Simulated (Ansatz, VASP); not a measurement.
## AlN in VASP and in Ansatz

```
Al N
1.0
    -3.31348    0.00000    0.00000
     0.00000    0.00000   -4.18759
     0.00000   -5.73911    0.00000
Al N
4 4
Direct
  0.54442 0.23463 0.16667
  0.95558 0.23463 0.66667
  0.04442 0.73463 0.33333
  0.45558 0.73463 0.83333
  0.54280 0.77961 0.16667
  0.95720 0.77961 0.66667
  0.04280 0.27961 0.33333
  0.45720 0.27961 0.83333
```

Change from the starting cell: mode 4 frozen in at -0.147 Å and mode 5 at -0.124 Å (largest displacements).

Alike in both runs: task single point; functional PBE; k mesh 8 × 6 × 4; occupations gaussian, width 0.05 eV; no spin polarisation.

|  | VASP | Ansatz |
| --- | --- | --- |
| version | VASP 6.6.1 | Ansatz 0.2.0 |
| potentials or method | VASP PAW PBE potentials, release 64 (Al, N), cutoff 520 eV | scalar-relativistic, plane waves, PAW |
| valence electrons in the cell | 32 | 32 |

Ansatz gave:

| Item | Value |
| --- | --- |
| gap on the k mesh at the Fermi level (eV) | 3.33 |
| least direct gap on the mesh (eV) | 3.33 |
| pressure (GPa) | 2.1 |
| traceless stress, the component that is largest in VASP (GPa) | 9.99 |
| rms of the force components (eV/Å) | 0.425 |

Q: Estimate VASP's values.

A: gap on the k mesh at the Fermi level (eV): 3.34; least direct gap on the mesh (eV): 3.34; pressure (GPa): 1.9; traceless stress, the component that is largest in VASP (GPa): 10.13; rms of the force components (eV/Å): 0.427.

Atom by atom the forces differ by 0.002 eV/Å (rms over components). With one functional, cell and mesh, what is left measures potentials, basis and numerics.
